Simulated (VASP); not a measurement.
# NaLiICl (P4/mmm) in VASP: single point with LDA

Aim: the single point of NaLiICl with LDA.

Everything below comes from runs of VASP 6.6.1. Logs are shortened: lines on timing, memory, paths and dates and some standing lists are left out, and cuts for length are marked.

**1. The cell of the first run**

It takes space group P4/mmm (No. 123, tetragonal). The conventional cell has a = 4.092 Å, b = 4.092 Å, c = 6.215 Å, α = 90.00°, β = 90.00°, γ = 90.00°. Within 3.8 Å of Na (site symmetry 4/mmm) lie 4 Cl at 2.89 Å and 2 I at 3.11 Å. Within 3.8 Å of Li (site symmetry 4/mmm) lie 4 I at 2.89 Å and 2 Cl at 3.11 Å. I (site symmetry 4/mmm) has 4 Li at 2.89 Å and 2 Na at 3.11 Å within 3.8 Å. Cl (site symmetry 4/mmm) has 4 Na at 2.89 Å and 2 Li at 3.11 Å within 3.8 Å.

**2. Single point, LDA**

INCAR

```
SYSTEM = NaLiICl
PREC = Accurate ; ENCUT = 520
EDIFF = 1E-7 ; ISMEAR = 0
SIGMA = 0.05 ; LREAL = .FALSE.
LASPH = .TRUE. ; NELM = 60
ALGO = Normal ; ISIF = 2
LWAVE = .FALSE. ; LCHARG = .FALSE.
GGA = CA ; NBANDS = 20
```

KPOINTS

```
regular mesh
0
G
  6 6 4
  0 0 0
```

POSCAR

```
NaLiICl
1.0
    4.0916360000      0.0000000000      0.0000000000
    0.0000000000      4.0916360000      0.0000000000
    0.0000000000      0.0000000000      6.2153440000
Na Li I Cl
1 1 1 1
Direct
    0.5000000000      0.5000000000      0.5000000000
    0.0000000000      0.0000000000      0.0000000000
    0.5000000000      0.5000000000      0.0000000000
    0.0000000000      0.0000000000      0.5000000000
```

Potentials or basis: VASP PAW LDA potentials, release 64 (Na_pv, Li_sv, I, Cl).

Launch:

```
$ cat potpaw_LDA.64/Na_pv/POTCAR potpaw_LDA.64/Li_sv/POTCAR potpaw_LDA.64/I/POTCAR potpaw_LDA.64/Cl/POTCAR > POTCAR
$ mpirun -np 1 vasp_std > vasp.out
```

OUTCAR:

```text
SYSTEM = NaLiICl
   PREC = Accurate
   ENCUT = 520
   EDIFF = 1E-7
   ISMEAR = 0
   LREAL = .FALSE.
   LASPH = .TRUE.
   NELM = 60
   ISIF = 2
   GGA = CA

 ion  position               nearest neighbor table
   1  0.500  0.500  0.500-   3 3.11   3 3.11
   2  0.000  0.000  0.000-   3 2.89   3 2.89   3 2.89   3 2.89
   3  0.500  0.500  0.000-   2 2.89   2 2.89   2 2.89   2 2.89   1 3.11   1 3.11
   4  0.000  0.000  0.500-

  LATTYP: Found a simple tetragonal cell.
 ALAT       =     4.0916360000
 C/A-ratio  =     1.5190363952

  Lattice vectors:

 A1 = (   4.0916360000,   0.0000000000,   0.0000000000)
 A2 = (   0.0000000000,   4.0916360000,   0.0000000000)
 A3 = (   0.0000000000,   0.0000000000,   6.2153440000)

Analysis of symmetry for initial positions (statically):
=====================================================================
 Subroutine PRICEL returns:
 Original cell was already a primitive cell.

 Routine SETGRP: Setting up the symmetry group for a
 simple tetragonal supercell.

 Subroutine GETGRP returns: Found 16 space group operations
 (whereof 16 operations were pure point group operations)
 out of a pool of 16 trial point group operations.

The static configuration has the point symmetry D_4h.

Analysis of symmetry for dynamics (positions and initial velocities):
=====================================================================
 Subroutine PRICEL returns:
 Original cell was already a primitive cell.

 Routine SETGRP: Setting up the symmetry group for a
 simple tetragonal supercell.

 Subroutine GETGRP returns: Found 16 space group operations
 (whereof 16 operations were pure point group operations)
 out of a pool of 16 trial point group operations.

The dynamic configuration has the point symmetry D_4h.

 Subroutine INISYM returns: Found 16 space group operations
 (whereof 16 operations are pure point group operations),
 and found     1 'primitive' translations

----------------------------------------------------------------------------------------

                                     Primitive cell

  volume of cell :     104.0541

  direct lattice vectors                    reciprocal lattice vectors
     4.091636000  0.000000000  0.000000000     0.244401017  0.000000000  0.000000000
     0.000000000  4.091636000  0.000000000     0.000000000  0.244401017  0.000000000
     0.000000000  0.000000000  6.215344000     0.000000000  0.000000000  0.160892140

  length of vectors
     4.091636000  4.091636000  6.215344000     0.244401017  0.244401017  0.160892140

  position of ions in fractional coordinates (direct lattice)
     0.500000000  0.500000000  0.500000000
     0.000000000  0.000000000  0.000000000
     0.500000000  0.500000000  0.000000000
     0.000000000  0.000000000  0.500000000

  ion indices of the primitive-cell ions
   primitive index   ion index
                 1           1
                 2           2
                 3           3
                 4           4

----------------------------------------------------------------------------------------

 KPOINTS: regular mesh

Automatic generation of k-mesh.
 Grid dimensions read from file:
 generate k-points for:    6    6    4

 Generating k-lattice:

  Cartesian coordinates                     Fractional coordinates (reciprocal lattice)
     0.040733503  0.000000000  0.000000000     0.166666667  0.000000000  0.000000000
     0.000000000  0.040733503  0.000000000     0.000000000  0.166666667  0.000000000
     0.000000000  0.000000000  0.040223035     0.000000000  0.000000000  0.250000000

  Length of vectors
     0.040733503  0.040733503  0.040223035

  Shift w.r.t. Gamma in fractional coordinates (k-lattice)
     0.000000000  0.000000000  0.000000000

 Subroutine IBZKPT returns following result:
 ===========================================

 Found     30 irreducible k-points:

 Following reciprocal coordinates:
            Coordinates               Weight
  0.000000  0.000000  0.000000      1.000000
  0.166667  0.000000  0.000000      4.000000
  0.333333  0.000000  0.000000      4.000000
  0.500000  0.000000  0.000000      2.000000
  0.166667  0.166667  0.000000      4.000000
  0.333333  0.166667  0.000000      8.000000
[... 16 lines left out ...]
  0.333333  0.000000  0.500000      4.000000
  0.500000  0.000000  0.500000      2.000000
 [... further k-points ...]
   k-points           NKPTS =     30   k-points in BZ     NKDIM =     30   number of bands    NBANDS=     20
   number of dos      NEDOS =    301   number of ions     NIONS =      4
   total plane-waves  NPLWV =  43200
   dimension x,y,z NGX =    30 NGY =   30 NGZ =   48
   dimension x,y,z NGXF=    60 NGYF=   60 NGZF=   96
   ions per type =               1   1   1   1
   NGX,Y,Z   is equivalent  to a cutoff of  12.19, 12.19, 12.84 a.u.
   NGXF,Y,Z  is equivalent  to a cutoff of  24.38, 24.38, 25.68 a.u.
 SYSTEM =  NaLiICl
   PREC   = accura    normal or accurate (medium, high low for compatibility)
   ISTART =      0    job   : 0-new  1-cont  2-samecut
   ICHARG =      2    charge: 1-file 2-atom 10-const
   ISPIN  =      1    spin polarized calculation?
   LNONCOLLINEAR =      F non collinear calculations
   LSORBIT =      F    spin-orbit coupling
   LASPH  =      T    aspherical Exc in radial PAW
   ENCUT  =  520.0 eV  38.22 Ry    6.18 a.u.   7.61  7.61 11.56*2*pi/ulx,y,z
   NELM   =     60;   NELMIN=  2; NELMDL= -5     # of ELM steps
   EDIFF  = 0.1E-06   stopping-criterion for ELM
   LREAL  =      F    real-space projection
   EDIFFG = 0.1E-05   stopping-criterion for IOM
   NSW    =      0    number of steps for IOM
   IBRION =     -1    ionic relax: 0-MD 1-quasi-New 2-CG
   NFREE  =      0    steps in history (QN), initial steepest desc. (CG)
   ISIF   =      2    stress and relaxation
   ISYM   =      2    0-nonsym 1-usesym 2-fastsym
   POTIM  = 0.5000    time-step for ionic-motion
   TEBEG  =    0.0;   TEEND  =   0.0 temperature during run
   PSTRESS=    0.0 pullay stress
   NELECT =      24.0000    total number of electrons
   NUPDOWN=      -1.0000    fix difference up-down
   EMIN   =  10.00;   EMAX   =-10.00  energy-range for DOS
   EFERMI =   0.00;   METHOD = LEGACY
   ISMEAR =     0;   SIGMA  =   0.05  broadening in eV -4-tet -1-fermi 0-gaus
   EFERMI_NEDOS =   21; number of points for ismear=-14 and -15
   IALGO  =     38    algorithm
   IMIX   =      4    mixing-type and parameters
     AMIX     =   0.40;   BMIX     =  1.00
     AMIX_MAG =   1.60;   BMIX_MAG =  1.00
  volume/ion in A,a.u.               =      26.01       175.55
  Fermi-wavevector in a.u.,A,eV,Ry     =   1.003981  1.897249 13.714373  1.007978
  Thomas-Fermi vector in A             =   2.136568
   LORBIT       =      0    0 simple, 1 ext, 2 COOP (PROOUT), +10 PAW based schemes
   GGA     = CA    functional components
   LHFCALC =     F    Hartree Fock is set to
   AEXX    =    0.0000 exact exchange contribution
   IVDW    =     0    specifies the selected vdW correction
   LEPSILON=     F    determine dielectric tensor
   LRPA    =     F    only Hartree local field effects (RPA)
 non-spin polarized calculation
 Gauss-broadening in eV      SIGMA  =   0.05
  energy-cutoff  :      520.00
  volume of cell :      104.05
 maximum number of plane-waves:      2832
   NGX = 15   NGY = 15   NGZ = 23

 number of electron      24.0000017 magnetization

 Free energy of the ion-electron system (eV)
  ---------------------------------------------------
  ext. energy  EPLUGINS =         0.00000000
  ---------------------------------------------------
  free energy    TOTEN  =       -13.64378030 eV

  energy without entropy =      -13.64378030  energy(sigma->0) =      -13.64378030

 E-fermi :   0.9415     XC(G=0):  -8.3674

 val. band max:        0.6271127707   @ k =   0.5000   0.0000   0.5000
 cond. band min:       4.4873626035   @ k =   0.0000   0.0000   0.0000
 fundamental gap:      3.8602498328
 Fermi energy:         0.9414931517

 k-point     1 :       0.0000    0.0000    0.0000
  band No.  band energies     occupation
      1     -43.5458      2.00000
      2     -21.2570      2.00000
      3     -21.2118      2.00000
      4     -21.2118      2.00000
      5     -12.3260      2.00000
      6     -10.7021      2.00000
[... 12 lines left out ...]
     19       9.8787      0.00000
     20      11.2081      0.00000

 k-point     2 :       0.1667    0.0000    0.0000
  band No.  band energies     occupation
      1     -43.5458      2.00000
      2     -21.2568      2.00000
      3     -21.2146      2.00000
      4     -21.2114      2.00000
      5     -12.2940      2.00000
      6     -10.6535      2.00000
[... 12 lines left out ...]
     19      10.0015      0.00000
     20      10.1017      0.00000

 k-point     3 :       0.3333    0.0000    0.0000
  band No.  band energies     occupation
      1     -43.5457      2.00000
      2     -21.2564      2.00000
      3     -21.2204      2.00000
      4     -21.2108      2.00000
      5     -12.2285      2.00000
      6     -10.5515      2.00000
[... 12 lines left out ...]
     19       9.7129      0.00000
     20      10.7554      0.00000

 k-point     4 :       0.5000    0.0000    0.0000
  band No.  band energies     occupation
      1     -43.5457      2.00000
      2     -21.2562      2.00000
      3     -21.2232      2.00000
      4     -21.2104      2.00000
      5     -12.1951      2.00000
      6     -10.4979      2.00000
[... 12 lines left out ...]
     19       9.5211      0.00000
     20      10.9457      0.00000

 k-point     5 :       0.1667    0.1667    0.0000
  band No.  band energies     occupation
      1     -43.5458      2.00000
      2     -21.2566      2.00000
      3     -21.2146      2.00000
      4     -21.2136      2.00000
      5     -12.2660      2.00000
      6     -10.6009      2.00000
[... 12 lines left out ...]
     19      10.1370      0.00000
     20      10.8848      0.00000

 k-point     6 :       0.3333    0.1667    0.0000
  band No.  band energies     occupation
      1     -43.5456      2.00000
      2     -21.2563      2.00000
      3     -21.2196      2.00000
      4     -21.2131      2.00000
      5     -12.2091      2.00000
      6     -10.4901      2.00000
[... 12 lines left out ...]
     19      10.1980      0.00000
     20      10.6605      0.00000

 k-point     7 :       0.5000    0.1667    0.0000
  band No.  band energies     occupation
      1     -43.5456      2.00000
      2     -21.2561      2.00000
      3     -21.2223      2.00000
      4     -21.2127      2.00000
      5     -12.1801      2.00000
      6     -10.4316      2.00000
[... 12 lines left out ...]
     19      10.2576      0.00000
     20      10.7746      0.00000
[... 277 lines left out ...]
 k-point    20 :       0.5000    0.5000    0.2500
  band No.  band energies     occupation
      1     -43.5454      2.00000
      2     -21.2558      2.00000
      3     -21.2193      2.00000
      4     -21.2193      2.00000
      5     -12.1346      2.00000
      6     -10.2089      2.00000
[... 12 lines left out ...]
     19      10.2479      0.00000
     20      11.2585      0.00000

 k-point    21 :       0.0000    0.0000    0.5000
  band No.  band energies     occupation
      1     -43.5458      2.00000
      2     -21.2575      2.00000
      3     -21.2117      2.00000
      4     -21.2117      2.00000
      5     -12.3083      2.00000
      6     -10.7256      2.00000
[... 12 lines left out ...]
     19      10.7326      0.00000
     20      10.7541      0.00000

 k-point    22 :       0.1667    0.0000    0.5000
  band No.  band energies     occupation
      1     -43.5458      2.00000
      2     -21.2573      2.00000
      3     -21.2146      2.00000
      4     -21.2114      2.00000
      5     -12.2804      2.00000
      6     -10.6679      2.00000
[... 12 lines left out ...]
     19       9.3773      0.00000
     20      10.5227      0.00000

 k-point    23 :       0.3333    0.0000    0.5000
  band No.  band energies     occupation
      1     -43.5457      2.00000
      2     -21.2569      2.00000
      3     -21.2203      2.00000
      4     -21.2107      2.00000
      5     -12.2237      2.00000
      6     -10.5461      2.00000
[... 12 lines left out ...]
     19       9.9416      0.00000
     20      10.1027      0.00000

 k-point    24 :       0.5000    0.0000    0.5000
  band No.  band energies     occupation
      1     -43.5456      2.00000
      2     -21.2567      2.00000
      3     -21.2232      2.00000
      4     -21.2104      2.00000
      5     -12.1948      2.00000
      6     -10.4816      2.00000
[... 12 lines left out ...]
     19       9.9012      0.00000
     20      10.2783      0.00000

 [... further k-points ...]
[... 5 lines left out ...]
  --------------------------------------------------------------------------------------
  -------------------------------------------------------------------------------------
  Total       -1.5898924     -1.5898924     -1.4745571      0.0000000      0.0000000      0.0000000
  in kB      -24.4804362    -24.4804362    -22.7045567      0.0000000      0.0000000      0.0000000
  external PRESSURE =     -23.8884763 kB  Pullay stress =       0.0000000 kB

 VOLUME and BASIS-vectors are now :
 -----------------------------------------------------------------------------
  energy-cutoff  :      520.00
  volume of cell :      104.05
      direct lattice vectors                 reciprocal lattice vectors
     4.091636000  0.000000000  0.000000000     0.244401017  0.000000000  0.000000000
     0.000000000  4.091636000  0.000000000     0.000000000  0.244401017  0.000000000
     0.000000000  0.000000000  6.215344000     0.000000000  0.000000000  0.160892140

 POSITION                                       TOTAL-FORCE (eV/Angst)
 -----------------------------------------------------------------------------------
      2.04582      2.04582      3.10767         0.000000      0.000000      0.000000
      0.00000      0.00000      0.00000         0.000000      0.000000      0.000000
      2.04582      2.04582      0.00000         0.000000      0.000000      0.000000
      0.00000      0.00000      3.10767         0.000000      0.000000      0.000000
 -----------------------------------------------------------------------------------
    total drift:                                0.000000      0.000000      0.000000

  FREE ENERGIE OF THE ION-ELECTRON SYSTEM (eV)
  ---------------------------------------------------
  free  energy   TOTEN  =       -13.6437803029 eV

  energy  without entropy=      -13.6437803029  energy(sigma->0) =      -13.64378030
```

Run time: 40 s. Hardware: 1 thread of Intel Xeon Platinum 8259CL at 2.50GHz (Skylake/Cascade Lake), shared host; peak memory 0.21 GiB.

What came out:

| Quantity | Value |
| --- | --- |
| Free energy | -13.6438 eV |
| Band gap on the k mesh | 3.86 eV, indirect (least direct gap 4.15 eV) |

Caveat: the cutoff is under 1.25 times the usual one of these potentials, so pressure, stress and relaxed cells hold a basis-set (Pulay) error; spin-orbit coupling is left out, which moves the levels of the heavy elements.
